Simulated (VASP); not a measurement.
Runs of VASP 6.6.1 on RbBr. The structure is that of space group Fm-3m (No. 225), or close to it. The cells are those of the table. 

```tsv
task	cell	smearing	gap on the mesh (eV)	pressure (GPa)
electric field gradients	a = 4.775, b = 4.775, c = 4.702 Å, angles 60.5, 60.5, 59.0°, 2 atoms	fermi-dirac 0.03 eV	4.50	(a)
single point	a = 4.847 Å, angles 60.0°, 2 atoms	gaussian 0.2 eV	4.36	1.0
electric field gradients	a = 4.847 Å, angles 60.0°, 2 atoms	fermi-dirac 0.03 eV	4.36	1.0
electric field gradients	a = 4.879 Å, angles 60.0°, 2 atoms	fermi-dirac 0.03 eV	4.31	0.7
single point	a = 4.879 Å, angles 60.0°, 2 atoms	fermi-dirac 0.03 eV	4.31	0.7
```

Alike in all rows: level PBE; potentials or basis VASP PAW PBE potentials, release 64 (Rb_sv, Br); no spin polarisation; k mesh 7 × 7 × 7; cutoff (eV) 520.

Task: Fill in the values left out.

Result: (a) 2.2.

A k mesh can miss the band edges, and the runs leave out spin-orbit coupling on Br, Rb.
